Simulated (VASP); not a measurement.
# ScAl3 (P4/mmm) in VASP: further runs, part 2 of 2

VASP 6.6.1. Earlier steps stand in the parts before.

## (4) Single point, PBEsol (strain +0.000 along x and y, +0.040 along z)

Contents of INCAR:

```
  PREC = Accurate
  ENCUT = 520
  EDIFF = 1E-6
  ISMEAR = 0
  SIGMA = 0.15
  LREAL = False
  LASPH = True
  NELM = 100
  ALGO = Fast
  ISIF = 2
  LWAVE = False
  LCHARG = False
  GGA = PS
  NBANDS = 18
```

Contents of KPOINTS:

```
regular mesh
0
Gamma
  12 12 12
```

Contents of POSCAR:

```
ScAl3
1.0
    4.0712986161      0.0000000000      0.0000000000
    0.0000000000      4.0712986161      0.0000000000
    0.0000000000      0.0000000000      4.2341505607
Sc Al
1 3
Direct
    0.0000000000      0.0000000000      0.0000000000
    0.5000000000      0.0000000000      0.5000000000
    0.0000000000      0.5000000000      0.5000000000
    0.5000000000      0.5000000000      0.0000000000
```

Potentials or basis: VASP PAW PBE potentials, release 64 (Sc_sv, Al).

On the command line:

```sh
> cat potpaw_PBE.64/Sc_sv/POTCAR potpaw_PBE.64/Al/POTCAR > POTCAR
> mpirun -np 1 vasp_std > vasp.out
```

OUTCAR:

```text
PREC = Accurate
   ENCUT = 520
   EDIFF = 1E-6
   ISMEAR = 0
   LREAL = False
   LASPH = True
   NELM = 100
   ISIF = 2
   GGA = PS

 ion  position               nearest neighbor table
   1  0.000  0.000  0.000-   4 2.88   4 2.88   4 2.88   4 2.88   3 2.94   3 2.94   3 2.94   3 2.94
                             2 2.94   2 2.94   2 2.94   2 2.94
   2  0.500  0.000  0.500-   3 2.88   3 2.88   3 2.88   3 2.88   4 2.94   1 2.94   4 2.94   4 2.94
                             1 2.94   4 2.94   1 2.94   1 2.94
   3  0.000  0.500  0.500-   2 2.88   2 2.88   2 2.88   2 2.88   4 2.94   1 2.94   1 2.94   1 2.94
                             4 2.94   4 2.94   4 2.94   1 2.94
   4  0.500  0.500  0.000-   1 2.88   1 2.88   1 2.88   1 2.88   3 2.94   2 2.94   2 2.94   2 2.94
                             3 2.94   3 2.94   3 2.94   2 2.94

  LATTYP: Found a simple tetragonal cell.
 ALAT       =     4.0712986161
 C/A-ratio  =     1.0400000000

  Lattice vectors:

 A1 = (   4.0712986161,   0.0000000000,   0.0000000000)
 A2 = (   0.0000000000,   4.0712986161,   0.0000000000)
 A3 = (   0.0000000000,   0.0000000000,   4.2341505607)

Analysis of symmetry for initial positions (statically):
=====================================================================
 Subroutine PRICEL returns:
 Original cell was already a primitive cell.

 Routine SETGRP: Setting up the symmetry group for a
 simple tetragonal supercell.

 Subroutine GETGRP returns: Found 16 space group operations
 (whereof 16 operations were pure point group operations)
 out of a pool of 16 trial point group operations.

The static configuration has the point symmetry D_4h.

Analysis of symmetry for dynamics (positions and initial velocities):
=====================================================================
 Subroutine PRICEL returns:
 Original cell was already a primitive cell.

 Routine SETGRP: Setting up the symmetry group for a
 simple tetragonal supercell.

 Subroutine GETGRP returns: Found 16 space group operations
 (whereof 16 operations were pure point group operations)
 out of a pool of 16 trial point group operations.

The dynamic configuration has the point symmetry D_4h.

 Subroutine INISYM returns: Found 16 space group operations
 (whereof 16 operations are pure point group operations),
 and found     1 'primitive' translations

----------------------------------------------------------------------------------------

                                     Primitive cell

  volume of cell :      70.1830

  direct lattice vectors                    reciprocal lattice vectors
     4.071298616  0.000000000  0.000000000     0.245621875  0.000000000  0.000000000
     0.000000000  4.071298616  0.000000000     0.000000000  0.245621875  0.000000000
     0.000000000  0.000000000  4.234150561     0.000000000  0.000000000  0.236174880

  length of vectors
     4.071298616  4.071298616  4.234150561     0.245621875  0.245621875  0.236174880

  position of ions in fractional coordinates (direct lattice)
     0.000000000  0.000000000  0.000000000
     0.500000000  0.000000000  0.500000000
     0.000000000  0.500000000  0.500000000
     0.500000000  0.500000000  0.000000000

  ion indices of the primitive-cell ions
   primitive index   ion index
                 1           1
                 2           2
[... 31 lines left out ...]
  0.000000  0.000000  0.000000      1.000000
  0.083333  0.000000  0.000000      4.000000
  0.166667  0.000000  0.000000      4.000000
  0.250000  0.000000  0.000000      4.000000
  0.333333  0.000000  0.000000      4.000000
  0.416667  0.000000  0.000000      4.000000
[... 16 lines left out ...]
  0.333333  0.333333  0.000000      4.000000
  0.416667  0.333333  0.000000      8.000000
 [... further k-points ...]
   k-points           NKPTS =    196   k-points in BZ     NKDIM =    196   number of bands    NBANDS=     18
   number of dos      NEDOS =    301   number of ions     NIONS =      4
   total plane-waves  NPLWV =  28800
   dimension x,y,z NGX =    30 NGY =   30 NGZ =   32
   dimension x,y,z NGXF=    60 NGYF=   60 NGZF=   64
   ions per type =               1   3
   NGX,Y,Z   is equivalent  to a cutoff of  12.25, 12.25, 12.56 a.u.
   NGXF,Y,Z  is equivalent  to a cutoff of  24.50, 24.50, 25.13 a.u.
 SYSTEM =  unknown system
   PREC   = accura    normal or accurate (medium, high low for compatibility)
   ISTART =      0    job   : 0-new  1-cont  2-samecut
   ICHARG =      2    charge: 1-file 2-atom 10-const
   ISPIN  =      1    spin polarized calculation?
   LNONCOLLINEAR =      F non collinear calculations
   LSORBIT =      F    spin-orbit coupling
   LASPH  =      T    aspherical Exc in radial PAW
   ENCUT  =  520.0 eV  38.22 Ry    6.18 a.u.   7.57  7.57  7.87*2*pi/ulx,y,z
   NELM   =    100;   NELMIN=  2; NELMDL= -5     # of ELM steps
   EDIFF  = 0.1E-05   stopping-criterion for ELM
   LREAL  =      F    real-space projection
   EDIFFG = 0.1E-04   stopping-criterion for IOM
   NSW    =      0    number of steps for IOM
   IBRION =     -1    ionic relax: 0-MD 1-quasi-New 2-CG
   NFREE  =      0    steps in history (QN), initial steepest desc. (CG)
   ISIF   =      2    stress and relaxation
   ISYM   =      2    0-nonsym 1-usesym 2-fastsym
   POTIM  = 0.5000    time-step for ionic-motion
   TEBEG  =    0.0;   TEEND  =   0.0 temperature during run
   PSTRESS=    0.0 pullay stress
   NELECT =      20.0000    total number of electrons
   NUPDOWN=      -1.0000    fix difference up-down
   EMIN   =  10.00;   EMAX   =-10.00  energy-range for DOS
   EFERMI =   0.00;   METHOD = LEGACY
   ISMEAR =     0;   SIGMA  =   0.15  broadening in eV -4-tet -1-fermi 0-gaus
   EFERMI_NEDOS =   21; number of points for ismear=-14 and -15
   IALGO  =     68    algorithm
   IMIX   =      4    mixing-type and parameters
     AMIX     =   0.40;   BMIX     =  1.00
     AMIX_MAG =   1.60;   BMIX_MAG =  1.00
  volume/ion in A,a.u.               =      17.55       118.40
  Fermi-wavevector in a.u.,A,eV,Ry     =   1.077310  2.035821 15.790884  1.160597
  Thomas-Fermi vector in A             =   2.213218
   LORBIT       =      0    0 simple, 1 ext, 2 COOP (PROOUT), +10 PAW based schemes
   GGA     = PS    functional components
   LHFCALC =     F    Hartree Fock is set to
   AEXX    =    0.0000 exact exchange contribution
   IVDW    =     0    specifies the selected vdW correction
   LEPSILON=     F    determine dielectric tensor
   LRPA    =     F    only Hartree local field effects (RPA)
 non-spin polarized calculation
 RMM-DIIS sequential band-by-band and
 Gauss-broadening in eV      SIGMA  =   0.15
  energy-cutoff  :      520.00
  volume of cell :       70.18
 maximum number of plane-waves:      1920
   NGX = 15   NGY = 15   NGZ = 15

 number of electron      19.9999999 magnetization

 Free energy of the ion-electron system (eV)
  ---------------------------------------------------
  ext. energy  EPLUGINS =         0.00000000
  ---------------------------------------------------
  free energy    TOTEN  =       -20.71534755 eV

  energy without entropy =      -20.69950408  energy(sigma->0) =      -20.70742581

 E-fermi :   6.9609     XC(G=0): -10.3935

 val. band max:        6.9442990612   @ k =   0.2500   0.0000   0.5000
 cond. band min:       6.9619404793   @ k =   0.1667   0.1667   0.0833
 fundamental gap:      0.0176414181
 Fermi energy:         6.9609477549

 k-point     1 :       0.0000    0.0000    0.0000
  band No.  band energies     occupation
      1     -41.8855      2.00000
      2     -20.6906      2.00000
      3     -20.6644      2.00000
      4     -20.6644      2.00000
      5      -2.9194      2.00000
      6       4.1508      2.00000
[... 481 lines left out ...]
      5      -0.5218      2.00000
      6       1.1586      2.00000
[... 10 lines left out ...]
     17      11.0924      0.00000
     18      12.7491      0.00000

 [... further k-points ...]

------------------------ aborting loop because EDIFF is reached ----------------------------------------

  FORCE on cell =-STRESS in cart. coord.  units (eV):
  Direction    XX          YY          ZZ          XY          YZ          ZX
  --------------------------------------------------------------------------------------
  -------------------------------------------------------------------------------------
  Total       -0.5406575     -0.5406575     -2.9158784      0.0000000      0.0000000      0.0000000
  in kB      -12.3424289    -12.3424289    -66.5652826      0.0000000      0.0000000      0.0000000
  external PRESSURE =     -30.4167135 kB  Pullay stress =       0.0000000 kB

 VOLUME and BASIS-vectors are now :
 -----------------------------------------------------------------------------
  energy-cutoff  :      520.00
  volume of cell :       70.18
      direct lattice vectors                 reciprocal lattice vectors
     4.071298616  0.000000000  0.000000000     0.245621875  0.000000000  0.000000000
     0.000000000  4.071298616  0.000000000     0.000000000  0.245621875  0.000000000
     0.000000000  0.000000000  4.234150561     0.000000000  0.000000000  0.236174880

 POSITION                                       TOTAL-FORCE (eV/Angst)
 -----------------------------------------------------------------------------------
      0.00000      0.00000      0.00000         0.000000      0.000000      0.000000
      2.03565      0.00000      2.11708         0.000000      0.000000      0.000000
      0.00000      2.03565      2.11708         0.000000      0.000000      0.000000
      2.03565      2.03565      0.00000         0.000000      0.000000      0.000000
 -----------------------------------------------------------------------------------
    total drift:                               -0.000000     -0.000000      0.000000

  FREE ENERGIE OF THE ION-ELECTRON SYSTEM (eV)
  ---------------------------------------------------
  free  energy   TOTEN  =       -20.7153475475 eV

  energy  without entropy=      -20.6995040825  energy(sigma->0) =      -20.70742581
```

OSZICAR:

```text
N       E                     dE             d eps       ncg     rms          rms(c)
DAV:   1     0.105498080639E+03    0.10550E+03   -0.82076E+03  7056   0.998E+02
DAV:   2    -0.168964115271E+02   -0.12239E+03   -0.11946E+03  7106   0.288E+02
DAV:   3    -0.216896875329E+02   -0.47933E+01   -0.46267E+01 10672   0.549E+01
DAV:   4    -0.218083327267E+02   -0.11865E+00   -0.11818E+00 10768   0.886E+00
DAV:   5    -0.218105125494E+02   -0.21798E-02   -0.21794E-02 10442   0.105E+00    0.882E+00
RMM:   6    -0.206599096497E+02    0.11506E+01   -0.19259E+00  7358   0.155E+01    0.263E+00
RMM:   7    -0.207812916342E+02   -0.12138E+00   -0.24811E+00  9729   0.683E+00    0.141E+00
RMM:   8    -0.207169805942E+02    0.64311E-01   -0.15078E-01  8072   0.457E+00    0.159E+00
RMM:   9    -0.207204810818E+02   -0.35005E-02   -0.97259E-02 10026   0.216E+00    0.710E-01
RMM:  10    -0.207147048436E+02    0.57762E-02   -0.21786E-02  8548   0.148E+00    0.137E-01
RMM:  11    -0.207156667660E+02   -0.96192E-03   -0.67129E-03 10021   0.504E-01    0.902E-02
RMM:  12    -0.207153817758E+02    0.28499E-03   -0.15493E-03 10236   0.306E-01    0.377E-02
RMM:  13    -0.207155092316E+02   -0.12746E-03   -0.43986E-04 10491   0.155E-01    0.889E-02
RMM:  14    -0.207153341696E+02    0.17506E-03   -0.35276E-04  9528   0.204E-01    0.385E-02
RMM:  15    -0.207153442333E+02   -0.10064E-04   -0.10978E-04  9734   0.645E-02    0.260E-02
RMM:  16    -0.207153466225E+02   -0.23892E-05   -0.22523E-05  9635   0.361E-02    0.275E-02
RMM:  17    -0.207153475475E+02   -0.92501E-06   -0.98248E-06  9167   0.300E-02
   1 F= -.20715348E+02 E0= -.20707426E+02  d E =-.158435E-01
```

It took 1.9 min on 1 thread of AMD EPYC 9R45 (Zen 5), shared host; peak memory 0.31 GiB.

What came out:

- Free energy: -20.7153 eV
- Pressure: -3.0 GPa
- Band gap on the k mesh: zero (bands 10 and 11 overlap by 3.76 eV)

Levels at points of the mesh, in eV from the Fermi level:
```
           k point  band 6  band 7  band 8  band 9  band 10  band 11  band 12  band 13  band 14  band 15
(0.00, 0.00, 0.00)   -2.81   -2.40   -2.12   -1.61    -1.61     1.23     1.24     1.24     1.36     4.60
(0.50, 0.00, 0.00)   -7.20   -1.91   -1.51   -1.48     0.50     0.68     1.15     1.49     1.59     2.23
(0.50, 0.50, 0.00)   -5.45   -5.45   -4.30   -0.68    -0.68     0.99     1.01     2.11     2.55     3.04
(0.00, 0.00, 0.50)   -7.30   -1.57   -1.57   -1.35     0.90     1.11     1.11     1.39     1.62     1.79
(0.50, 0.00, 0.50)   -5.68   -5.58   -4.30   -0.49    -0.38     1.33     1.49     1.88     2.42     3.44
(0.50, 0.50, 0.50)   -4.73   -4.73   -4.37   -3.02    -2.86    -2.86     0.84     2.44     2.63     3.86
```

Caveat: the cell differs from its parent crystal (strain +0.000 along x and y, +0.040 along z); the stress differs along the axes, from -7 to -1 GPa; the PAW data sets were made with another functional, which shifts forces and pressure a little.

## (5) Overview

| cell | further INCAR settings | gap on the mesh (eV) | pressure (GPa) |
| --- | --- | --- | --- |
| a = 3.908, b = 3.908, c = 4.071 Å, 4 atoms | ALGO = Fast; EDIFF = 1e-07; NBANDS = 18 | none | 9.2 |
| a = 4.071, b = 4.071, c = 3.908 Å, 4 atoms | ALGO = Fast; EDIFF = 1e-06; NBANDS = 18 | none | 4.3 |
| a = 4.071, b = 4.071, c = 4.234 Å, 4 atoms | ALGO = Fast; EDIFF = 1e-06; NBANDS = 18 | none | -3.0 |

Alike in all rows: task single point; level PBEsol; potentials or basis VASP PAW PBE potentials, release 64 (Sc_sv, Al); no spin polarisation; k mesh 12 × 12 × 12; cutoff (eV) 520; smearing gaussian 0.15 eV.

Caveats: the PAW data sets were made with another functional, which shifts forces and pressure a little; the stress differs along the axes, from 4 to 12 GPa (at least some runs); the stress differs along the axes, from 2 to 9 GPa (at least some runs); the stress differs along the axes, from -7 to -1 GPa (at least some runs).

Absolute energies hang on the potentials; compare differences alone.
